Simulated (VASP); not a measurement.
Set up this calculation in VASP 6.6.1, as the native input.

```
Task                   : single point
Functional             : PBE
Dispersion             : D3(BJ)
Potentials or basis    : VASP PAW PBE potentials, release 64 (Na_pv)
Cutoff                 : 520 eV
k mesh                 : 14 × 14 × 14
Occupations            : gaussian, width 0.1 eV
Spin                   : no spin polarisation
Dipole correction      : no
Further INCAR settings : ALGO = Normal; EDIFF = 1e-06; NBANDS = 10
```

The structure of Na lies in POSCAR:

```
Na
1.0
   -2.0403663744      2.0403663744      2.0403663744
    2.0403663744     -2.0403663744      2.0403663744
    2.0403663744      2.0403663744     -2.0403663744
Na
1
Direct
    0.0000000000      0.0000000000      0.0000000000
```

One way to write it, as run:

INCAR

```
PREC     = Accurate       # precision mode
ENCUT    = 520            # plane-wave cutoff, eV
EDIFF    = 1E-6           # SCF threshold, eV
ISMEAR   = 0              # smearing method
SIGMA    = 0.1            # smearing width, eV
LREAL    = False          # projectors in reciprocal space
LASPH    = True           # aspherical terms in the spheres
NELM     = 60             # most SCF steps
ALGO     = Normal         # electronic algorithm
ISIF     = 2              # what is computed and relaxed
LWAVE    = False          # write WAVECAR
LCHARG   = False          # write CHGCAR
GGA      = PE             # functional
IVDW     = 12             # dispersion correction
NBANDS   = 10             # bands
```

KPOINTS

```
regular mesh
0
Gamma
  14 14 14
```

Potentials or basis: VASP PAW PBE potentials, release 64 (Na_pv).

Run with:

```console
$ cat potpaw_PBE.64/Na_pv/POTCAR > POTCAR
$ mpirun -np 1 vasp_std > vasp.out
```

Results of the run:

- Pressure: 0.0 GPa
- Band gap on the k mesh: zero (an odd number of electrons rules out a gap without spin polarisation)
- Dispersion energy per atom: -0.168 eV

Run time: 21 s on 1 thread of Intel(R) Xeon(R) Platinum 8259CL CPU @ 2.50GHz (Skylake/Cascade Lake), with other jobs on the host, peak memory 0.17 GiB.
